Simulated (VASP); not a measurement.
Runs of VASP 6.6.1 on P. The structure is that of space group Fm-3m (No. 225), or close to it. The cells are those of the table. 

```tsv
cell	k mesh	gap on the mesh (eV)	pressure (GPa)
a = 2.626 Å, angles 60.0°, 1 atom	16 × 16 × 16	none	(c)
a = 2.740 Å, angles 60.0°, 1 atom	23 × 23 × 23	none	(a)
a = 2.740 Å, angles 60.0°, 1 atom	16 × 16 × 16	none	(b)
a = 2.811 Å, angles 60.0°, 1 atom	16 × 16 × 16	none	-6.1
a = 2.846 Å, angles 60.0°, 1 atom	16 × 16 × 16	none	-8.5
a = 2.703 Å, angles 60.0°, 1 atom	16 × 16 × 16	none	4.4
a = 2.776 Å, angles 60.0°, 1 atom	16 × 16 × 16	none	-3.2
a = 2.665 Å, angles 60.0°, 1 atom	16 × 16 × 16	none	9.4
```

Alike in all rows: task single point; level PBE; potentials or basis VASP PAW PBE potentials, release 64 (P); no spin polarisation; cutoff (eV) 520; smearing fermi-dirac 0.1 eV.

Question: Fill in the values left out.

Answer: (a) -0.2; (b) 0.3; (c) 15.3.

A gap of «none» marks levels without a gap at the run's occupations.
